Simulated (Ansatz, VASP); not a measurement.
# ZnCu: VASP beside Ansatz

```
Zn Cu
1.0
     1.48804   -2.12128    0.00000
     1.48804    2.12128    0.00000
     0.00000    0.00000    4.14075
Zn Cu
1 1
Direct
  0.50000 0.50000 0.48792
  0.00000 0.00000 0.00000
```

Alike in both runs: task single point; functional r2SCAN; k mesh 11 × 11 × 7; occupations fermi-dirac, width 0.1 eV; no spin polarisation.

|  | VASP | Ansatz |
| --- | --- | --- |
| version | VASP 6.6.1 | Ansatz 0.2.0 |
| potentials or method | VASP PAW PBE potentials, release 64 (Zn, Cu) | plane waves, PAW |
| plane-wave cutoff (eV) | 520 | 500 |
| valence electrons in the cell | 23 | 31 |

VASP gave:

```
rms of the force components (eV/Å) : 0.157
```

Which values does Ansatz return?

rms of the force components (eV/Å): 0.154.

VASP's potentials were made for PBE, not for r2SCAN. Atom by atom the forces differ by 0.003 eV/Å (rms over components). The functional is the same, so the differences come from potentials, cutoffs and numerics. VASP's potentials hold 23 valence electrons a cell and Ansatz's 31, so a difference there can come from the potentials and not from the codes.
